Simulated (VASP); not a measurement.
Wanted: the native input for a VASP 6.6.1 run.

| Item | Value |
| --- | --- |
| Task | relaxation of cell and atoms |
| Functional | PBEsol |
| Potentials or basis | VASP PAW PBE potentials, release 64 (Li_sv, Mg) |
| Cutoff | 600 eV |
| k mesh | 5 × 5 × 5 |
| Occupations | fermi-dirac, width 0.15 eV |
| Spin | no spin polarisation |
| Target pressure | 2 GPa |
| Dipole correction | no |
| Further INCAR settings | ALGO = Normal; EDIFF = 1e-06; IBRION = 2; EDIFFG = -0.01; NSW = 80; ISIF = 3 |

The structure of LiMg3 lies in POSCAR:

```
LiMg3
1.0
    0.0000000000      3.4836853300      3.4836853300
    3.4836853300      0.0000000000      3.4836853300
    3.4836853300      3.4836853300      0.0000000000
Li Mg
1 3
Direct
    0.5000000000      0.5000000000      0.5000000000
    0.0000000000      0.0000000000      0.0000000000
    0.2500000000      0.2500000000      0.2500000000
    0.7500000000      0.7500000000      0.7500000000
```

These files were run (other wordings do the same):

INCAR

```
SYSTEM = LiMg3
ALGO = Normal
EDIFF = 1E-6
EDIFFG = -0.01
ENCUT = 600
GGA = PS
IBRION = 2
ISIF = 3
ISMEAR = -1
LASPH = .True.
LCHARG = .False.
LREAL = .False.
LWAVE = .False.
NELM = 80
NSW = 80
PREC = Accurate
PSTRESS = 20.0
SIGMA = 0.15
```

KPOINTS

```
k-points
0
Gamma
  5 5 5
  0 0 0
```

Potentials or basis: VASP PAW PBE potentials, release 64 (Li_sv, Mg).

Command:

```console
$ cat potpaw_PBE.64/Li_sv/POTCAR potpaw_PBE.64/Mg/POTCAR > POTCAR
$ mpirun -np 1 vasp_std > vasp.out
```

It gave:

```
Relaxed volume                                         : 20.15 Å³/atom
Relaxed cell                                           : a = 4.849 Å, b = 4.849 Å, c = 4.849 Å, α = 60.00°, β = 60.00°, γ = 60.00°
Space group after relaxing (to 0.05 Å)                 : Fm-3m (No. 225)
Energy change on relaxing (the enthalpy is what falls) : +6.7 meV/atom
Ionic steps                                            : 3
Pressure after relaxing                                : 2.0 GPa
```

Caveat: the cutoff is under 1.25 times the usual one of these potentials, so pressure, stress and relaxed cells hold a basis-set (Pulay) error; the cell is relaxed towards a set pressure, so the enthalpy falls and the energy may rise; the PAW data sets were made with another functional, which shifts forces and pressure a little.

Wall time 24 s on 1 thread of Intel(R) Xeon(R) Platinum 8488C (Sapphire Rapids), with other jobs on the host, peak memory 0.24 GiB.
